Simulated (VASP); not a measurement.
# B3Sb2P (P-6m2) in VASP: further runs

The runs below take B3Sb2P through single point, relaxation of cell and atoms, with PBE.

All numbers are computed with VASP 6.6.1; they aren't measurements. Logs are shortened: lines on timing, memory, paths and dates and some standing lists are left out, and cuts for length are marked.

**1. The cell of the first run**

It takes space group P-6m2 (No. 187, hexagonal). Conventional cell: a = 3.191 Å, b = 3.191 Å, c = 11.135 Å, α = 90.00°, β = 90.00°, γ = 120.00°. Within 2.4 Å of B (site symmetry -6m2) lie 3 B at 1.84 Å. Within 2.4 Å of B (site symmetry -6m2) lie 3 P at 1.84 Å. B (site symmetry -6m2) has 3 B at 1.84 Å within 2.4 Å. Sb (site symmetry 3m) has 6 B at 2.80 Å and 6 Sb at 3.19 Å within 3.7 Å. Within 2.4 Å of P (site symmetry -6m2) lie 3 B at 1.84 Å.

**2. Single point, PBE**

The input, INCAR:

```
SYSTEM = B3Sb2P
PREC = Accurate
ENCUT = 520
EDIFF = 1E-6
ISMEAR = 0
SIGMA = 0.1
LREAL = .False.
LASPH = .True.
NELM = 100
ALGO = Normal
ISIF = 2
LWAVE = .False.
LCHARG = .False.
GGA = PE
NBANDS = 21
```

The input, KPOINTS:

```
regular mesh
0
Gamma
  12 12 4
  0 0 0
```

The input, POSCAR:

```
B3Sb2P
1.0
    3.1909587361      0.0000000000      0.0000000000
   -1.5954793681      2.7634513279      0.0000000000
    0.0000000000      0.0000000000     11.1347939363
B Sb P
3 2 1
Direct
    0.6666666667      0.3333333333      0.5000000000
    0.0000000000      0.0000000000      0.0000000000
    0.0000000000      0.0000000000      0.5000000000
    0.3333333333      0.6666666667      0.3105659869
    0.3333333333      0.6666666667      0.6894340131
    0.6666666667      0.3333333333      0.0000000000
```

Potentials or basis: VASP PAW PBE potentials, release 64 (B, Sb, P).

Started as:

```sh
$ cat potpaw_PBE.64/B/POTCAR potpaw_PBE.64/Sb/POTCAR potpaw_PBE.64/P/POTCAR > POTCAR
$ mpirun -np 1 vasp_std > vasp.out
```

OUTCAR:

```text
SYSTEM = B3Sb2P
   PREC = Accurate
   ENCUT = 520
   EDIFF = 1E-6
   ISMEAR = 0
   LREAL = .False.
   LASPH = .True.
   NELM = 100
   ISIF = 2
   GGA = PE

 ion  position               nearest neighbor table
   1  0.667  0.333  0.500-   3 1.84   3 1.84   3 1.84   5 2.80   4 2.80   5 2.80   4 2.80   5 2.80
                             4 2.80
   2  0.000  0.000  0.000-   6 1.84   6 1.84   6 1.84
   3  0.000  0.000  0.500-   1 1.84   1 1.84   1 1.84   5 2.80   4 2.80   4 2.80   5 2.80   4 2.80
                             5 2.80
   4  0.333  0.667  0.311-   1 2.80   1 2.80   3 2.80   3 2.80   3 2.80   1 2.80
   5  0.333  0.667  0.689-   1 2.80   1 2.80   3 2.80   3 2.80   3 2.80   1 2.80
   6  0.667  0.333  0.000-   2 1.84   2 1.84   2 1.84

  LATTYP: Found a hexagonal cell.
 ALAT       =     3.1909587361
 C/A-ratio  =     3.4894822707

  Lattice vectors:

 A1 = (   3.1909587361,   0.0000000000,   0.0000000000)
 A2 = (  -1.5954793681,   2.7634513279,   0.0000000000)
 A3 = (   0.0000000000,   0.0000000000,  11.1347939363)

Analysis of symmetry for initial positions (statically):
=====================================================================
 Subroutine PRICEL returns:
 Original cell was already a primitive cell.

 Routine SETGRP: Setting up the symmetry group for a
 hexagonal supercell.

 Subroutine GETGRP returns: Found 12 space group operations
 (whereof 12 operations were pure point group operations)
 out of a pool of 24 trial point group operations.

The static configuration has the point symmetry D_3h.

Analysis of symmetry for dynamics (positions and initial velocities):
=====================================================================
 Subroutine PRICEL returns:
 Original cell was already a primitive cell.

 Routine SETGRP: Setting up the symmetry group for a
 hexagonal supercell.

 Subroutine GETGRP returns: Found 12 space group operations
 (whereof 12 operations were pure point group operations)
 out of a pool of 24 trial point group operations.

The dynamic configuration has the point symmetry D_3h.

 Subroutine INISYM returns: Found 12 space group operations
 (whereof 12 operations are pure point group operations),
 and found     1 'primitive' translations

----------------------------------------------------------------------------------------

                                     Primitive cell

  volume of cell :      98.1873

  direct lattice vectors                    reciprocal lattice vectors
     3.190958736  0.000000000  0.000000000     0.313385438  0.180933167  0.000000000
    -1.595479368  2.763451328  0.000000000     0.000000000  0.361866334  0.000000000
[... 101 lines left out ...]
   POTIM  = 0.5000    time-step for ionic-motion
   TEBEG  =    0.0;   TEEND  =   0.0 temperature during run
   PSTRESS=    0.0 pullay stress
   NELECT =      24.0000    total number of electrons
   NUPDOWN=      -1.0000    fix difference up-down
   EMIN   =  10.00;   EMAX   =-10.00  energy-range for DOS
   EFERMI =   0.00;   METHOD = LEGACY
   ISMEAR =     0;   SIGMA  =   0.10  broadening in eV -4-tet -1-fermi 0-gaus
   EFERMI_NEDOS =   21; number of points for ismear=-14 and -15
   IALGO  =     38    algorithm
   IMIX   =      4    mixing-type and parameters
     AMIX     =   0.40;   BMIX     =  1.00
     AMIX_MAG =   1.60;   BMIX_MAG =  1.00
  volume/ion in A,a.u.               =      16.36       110.43
  Fermi-wavevector in a.u.,A,eV,Ry     =   1.023592  1.934308 14.255374  1.047740
  Thomas-Fermi vector in A             =   2.157334
   LORBIT       =      0    0 simple, 1 ext, 2 COOP (PROOUT), +10 PAW based schemes
   GGA     = PE    functional components
   LHFCALC =     F    Hartree Fock is set to
   AEXX    =    0.0000 exact exchange contribution
   IVDW    =     0    specifies the selected vdW correction
   LEPSILON=     F    determine dielectric tensor
   LRPA    =     F    only Hartree local field effects (RPA)
 non-spin polarized calculation
 Gauss-broadening in eV      SIGMA  =   0.10
  energy-cutoff  :      520.00
  volume of cell :       98.19
 maximum number of plane-waves:      2670
 NGX is ok and might be reduce to    24
   NGX = 11   NGY = 11   NGZ = 41

 number of electron      24.0000000 magnetization

 Free energy of the ion-electron system (eV)
  ---------------------------------------------------
  ext. energy  EPLUGINS =         0.00000000
  ---------------------------------------------------
  free energy    TOTEN  =       -31.33824149 eV

  energy without entropy =      -31.33422380  energy(sigma->0) =      -31.33623264

 E-fermi :   7.3729     XC(G=0): -10.2745

 val. band max:        7.3538076078   @ k =   0.5000   0.0000   0.5000
 cond. band min:       7.3892304049   @ k =   0.4167   0.1667   0.5000
 fundamental gap:      0.0354227971
 Fermi energy:         7.3729059167

 k-point     1 :       0.0000    0.0000    0.0000
  band No.  band energies     occupation
      1      -7.3871      2.00000
      2      -6.6921      2.00000
      3      -5.2758      2.00000
      4      -1.8402      2.00000
      5       1.1057      2.00000
      6       3.5711      2.00000
[... 565 lines left out ...]
     20      11.6243      0.00000
     21      14.0274      0.00000

 [... further k-points ...]

------------------------ aborting loop because EDIFF is reached ----------------------------------------

  FORCE on cell =-STRESS in cart. coord.  units (eV):
  Direction    XX          YY          ZZ          XY          YZ          ZX
  --------------------------------------------------------------------------------------
  -------------------------------------------------------------------------------------
  Total       -0.1314486     -0.1314486     -0.0680771      0.0000000      0.0000000      0.0000000
  in kB       -2.1449217     -2.1449217     -1.1108524      0.0000000      0.0000000      0.0000000
  external PRESSURE =      -1.8002320 kB  Pullay stress =       0.0000000 kB

 VOLUME and BASIS-vectors are now :
 -----------------------------------------------------------------------------
  energy-cutoff  :      520.00
  volume of cell :       98.19
      direct lattice vectors                 reciprocal lattice vectors
     3.190958736  0.000000000  0.000000000     0.313385438  0.180933167  0.000000000
    -1.595479368  2.763451328  0.000000000     0.000000000  0.361866334  0.000000000
     0.000000000  0.000000000 11.134793936     0.000000000  0.000000000  0.089808577

 POSITION                                       TOTAL-FORCE (eV/Angst)
 -----------------------------------------------------------------------------------
      1.59548      0.92115      5.56740        -0.000000      0.000000      0.000000
      0.00000      0.00000      0.00000         0.000000     -0.000000      0.000000
      0.00000      0.00000      5.56740        -0.000000      0.000000      0.000000
     -0.00000      1.84230      3.45809        -0.000000      0.000000      0.003627
     -0.00000      1.84230      7.67671        -0.000000      0.000000     -0.003627
      1.59548      0.92115      0.00000         0.000000      0.000000      0.000000
 -----------------------------------------------------------------------------------
    total drift:                                0.000000     -0.000000      0.000000

  FREE ENERGIE OF THE ION-ELECTRON SYSTEM (eV)
  ---------------------------------------------------
  free  energy   TOTEN  =       -31.3382414871 eV

  energy  without entropy=      -31.3342237999  energy(sigma->0) =      -31.33623264
```

stdout:

```text
POSCAR found type information on POSCAR B SbP
 POSCAR found :  3 types and       6 ions
 scaLAPACK will be used
 LDA part: xc-table for (Slater+PW92), standard interpolation
 POSCAR, INCAR and KPOINTS ok, starting setup
 FFT: planning ... GRIDC
 FFT: planning ... GRID_SOFT
 FFT: planning ... GRID
 WAVECAR not read
 entering main loop
```

Run time: 78 s. Hardware: 1 thread of Intel Xeon 6975P-C, shared host; peak memory 0.28 GiB.

What came out:

| Property | Result |
| --- | --- |
| Free energy | -31.3382 eV |
| Pressure | -0.2 GPa |
| Largest force | 0.004 eV/Å |
| Band gap on the k mesh | zero (band 12 reaches 11.10 eV, above the bottom of band 13 at 6.16 eV) |

Forces in eV/Å, atoms in the order of the input:
```
B    0.000  0.000  0.000
B    0.000  0.000  0.000
B    0.000  0.000  0.000
Sb   0.000  0.000  0.004
Sb   0.000  0.000 -0.004
P    0.000  0.000  0.000
```

Levels at points of the mesh, in eV from the Fermi level:
| k point | band 8 | band 9 | band 10 | band 11 | band 12 | band 13 | band 14 | band 15 | band 16 | band 17 |
| --- | --- | --- | --- | --- | --- | --- | --- | --- | --- | --- |
| (0.00, 0.00, 0.00) | -2.51 | -0.45 | -0.35 | -0.35 | 3.73 | 3.73 | 4.02 | 4.02 | 4.42 | 4.81 |
| (0.50, 0.00, 0.00) | -4.55 | -3.62 | -2.93 | -2.33 | -1.38 | 1.01 | 1.14 | 1.44 | 1.96 | 2.08 |
| (0.00, 0.00, 0.50) | -2.51 | -0.35 | -0.35 | 0.68 | 2.90 | 3.78 | 3.78 | 3.95 | 3.95 | 4.93 |
| (0.50, 0.00, 0.50) | -4.55 | -3.87 | -2.93 | -1.89 | -0.88 | -0.02 | 0.65 | 1.95 | 2.09 | 2.10 |

Caveat: spin-orbit coupling is left out, which moves the levels of the heavy elements; this functional lacks dispersion, which binds the layers, so the pressure and a relaxed spacing across them are unreliable.

**3. Relaxation of cell and atoms, PBE**

This run uses another cell than the first one, of 16.72 Å³/atom, 1.022 times its volume.

The input, INCAR:

```
SYSTEM = B3Sb2P
PREC = Accurate ; ENCUT = 600
EDIFF = 1E-7 ; ISMEAR = 0
SIGMA = 0.1 ; LREAL = .False.
LASPH = .True. ; NELM = 100
ALGO = Normal ; ISIF = 3
LWAVE = .False. ; LCHARG = .False.
GGA = PE ; IBRION = 2
NSW = 100 ; EDIFFG = -0.01
```

The input, KPOINTS:

```
Automatic mesh
0
Gamma
  12 12 4
  0 0 0
```

The input, POSCAR:

```
B3Sb2P
1.0
    3.1882085541      0.0000000000      0.0000000000
   -1.5941042771      2.7610696004      0.0000000000
    0.0000000000      0.0000000000     11.3941168184
B Sb P
3 2 1
Direct
    0.6666666667      0.3333333333      0.5000000000
    0.0000000000      0.0000000000      0.0000000000
    0.0000000000      0.0000000000      0.5000000000
    0.3333333333      0.6666666667      0.3149682467
    0.3333333333      0.6666666667      0.6850317533
    0.6666666667      0.3333333333      0.0000000000
```

Potentials or basis: VASP PAW PBE potentials, release 64 (B, Sb, P).

Started as:

```sh
$ cat potpaw_PBE.64/B/POTCAR potpaw_PBE.64/Sb/POTCAR potpaw_PBE.64/P/POTCAR > POTCAR
$ mpirun -np 1 vasp_std > vasp.out
```

Wall time 14 min (1 thread of Intel Xeon 6975P-C, shared host); peak memory 0.36 GiB.

Results (log left out):

```
Free energy                            : -31.3414 eV
Relaxed volume                         : 16.30 Å³/atom
Relaxed cell                           : a = 3.189 Å, b = 3.189 Å, c = 11.103 Å, α = 90.00°, β = 90.00°, γ = 120.00°
Space group after relaxing (to 0.05 Å) : P-6m2 (No. 187)
Energy gained by relaxing              : 0.9 meV/atom
Ionic steps                            : 13
Pressure after relaxing                : 0.0 GPa
Band gap on the k mesh                 : zero (band 12 reaches 11.15 eV, above the bottom of band 13 at 6.19 eV)
```

The path:
| step | energy change (eV) | largest force (eV/Å) | pressure (GPa) | volume (Å³) |
| --- | --- | --- | --- | --- |
| 1 | 0.0000 | 0.0295 | -0.06 | 100.30 |
| 2 | -0.0005 | 0.0486 | -0.15 | 100.21 |
| 3 | -0.0008 | 0.0771 | -0.28 | 100.08 |
| 4 | -0.0010 | 0.0807 | -0.23 | 99.97 |
| 5 | -0.0017 | 0.0919 | -0.10 | 99.66 |
| 6 | -0.0024 | 0.1146 | 0.17 | 99.05 |
| 7 | -0.0018 | 0.1622 | 0.73 | 97.82 |
| 8 | -0.0025 | 0.1284 | 0.32 | 98.71 |
| 9 | -0.0030 | 0.1161 | 0.30 | 98.61 |
| 10 | -0.0043 | 0.0798 | 0.24 | 98.33 |
| 11 | -0.0055 | 0.0092 | 0.13 | 97.76 |
| 12 | -0.0055 | 0.0020 | 0.12 | 97.70 |
| 13 | -0.0055 | 0.0018 | -0.01 | 97.81 |

Final structure:
```
B Sb P
1.0
     3.18947    0.00000    0.00000
    -1.59473    2.76216    0.00000
     0.00000    0.00000   11.10277
B Sb P
3 2 1
Direct
  0.66667 0.33333 0.50000
  0.00000 0.00000 0.00000
  0.00000 0.00000 0.50000
  0.33333 0.66667 0.31013
  0.33333 0.66667 0.68987
  0.66667 0.33333 0.00000
```

Levels at points of the mesh, in eV from the Fermi level:
```
           k point  band 8  band 9  band 10  band 11  band 12  band 13  band 14  band 15  band 16
(0.00, 0.00, 0.00)   -2.51   -0.45    -0.35    -0.35     3.73     3.73     4.02     4.02     4.45
(0.50, 0.00, 0.00)   -4.55   -3.62    -2.94    -2.34    -1.40     1.02     1.15     1.45     1.96
(0.00, 0.00, 0.50)   -2.51   -0.35    -0.35     0.70     2.92     3.78     3.78     3.95     3.95
(0.50, 0.00, 0.50)   -4.55   -3.89    -2.94    -1.89    -0.88    -0.03     0.65     1.96     2.11
```

Caveat: spin-orbit coupling is left out, which moves the levels of the heavy elements; this functional lacks dispersion, which binds the layers, so the pressure and a relaxed spacing across them are unreliable.
